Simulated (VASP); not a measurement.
Wanted: the native input for a VASP 6.6.1 run.

- Task: relaxation of the atoms
- Functional: PBE
- Potentials or basis: VASP PAW PBE potentials, release 64 (Rh_pv, H)
- Cutoff: 450 eV
- k mesh: 6 × 6 × 1
- Occupations: gaussian, width 0.1 eV
- Spin: no spin polarisation
- Dipole correction: yes
- Atoms held fixed (from 0): [0, 1, 2, 3, 4, 5, 6, 7, 8, 9, 10, 11]
- Further INCAR settings: ALGO = Normal; EDIFF = 1e-07; NELMDL = -8; IBRION = 2; EDIFFG = -0.025; NSW = 36
- Atoms held along some axes (from 0): atom 12 along a and b

The structure of HRh12 lies in POSCAR:

```
HRh12
1.0
    5.4165863251      0.0000000000      0.0000000000
   -2.7082931626      4.6909013593      0.0000000000
    0.0000000000      0.0000000000     19.7966118206
Rh H
12 1
Selective dynamics
Direct
    0.3333333333      0.1666666667      0.2020547777  F F F
    0.3333333333      0.6666666667      0.2020547777  F F F
    0.8333333333      0.1666666667      0.2020547777  F F F
    0.8333333333      0.6666666667      0.2020547777  F F F
    0.1666666667      0.3333333333      0.3106031918  F F F
    0.1666666667      0.8333333333      0.3106031918  F F F
    0.6666666667      0.3333333333      0.3106031918  F F F
    0.6666666667      0.8333333333      0.3106031918  F F F
    0.0000000000      0.0000000000      0.4190925142  F F F
    0.0000000000      0.5000000000      0.4190925142  F F F
    0.5000000000      0.0000000000      0.4190925142  F F F
    0.5000000000      0.5000000000      0.4190925142  F F F
    0.3333333333      0.1666666667      0.4504592897  F F T
```

The input as run:

INCAR

```
  PREC = Accurate
  ENCUT = 450
  EDIFF = 1E-7
  ISMEAR = 0
  SIGMA = 0.1
  LREAL = F
  LASPH = T
  NELM = 120
  ALGO = Normal
  ISIF = 2
  LWAVE = F
  LCHARG = F
  LDIPOL = T
  IDIPOL = 3
  DIPOL = 0.5 0.5 0.321
  GGA = PE
  IBRION = 2
  NSW = 36
  EDIFFG = -0.025
  GGA_COMPAT = F
  NELMIN = 4
  NELMDL = -8
  KPAR = 4
```

KPOINTS

```
regular mesh
0
Gamma
  6 6 1
```

Potentials or basis: VASP PAW PBE potentials, release 64 (Rh_pv, H).

Run with:

```console
$ cat potpaw_PBE.64/Rh_pv/POTCAR potpaw_PBE.64/H/POTCAR > POTCAR
$ mpirun -np 4 vasp_std > vasp.out
```

It gave:

- Energy gained by relaxing: 24.7 meV/atom
- Ionic steps: 5
- Band gap on the k mesh: zero (an odd number of electrons rules out a gap without spin polarisation)

It took 19 min on 4 MPI ranks on Intel(R) Xeon(R) Platinum 8259CL CPU @ 2.50GHz (Skylake/Cascade Lake), on a shared host, peak memory 0.68 GiB a rank.
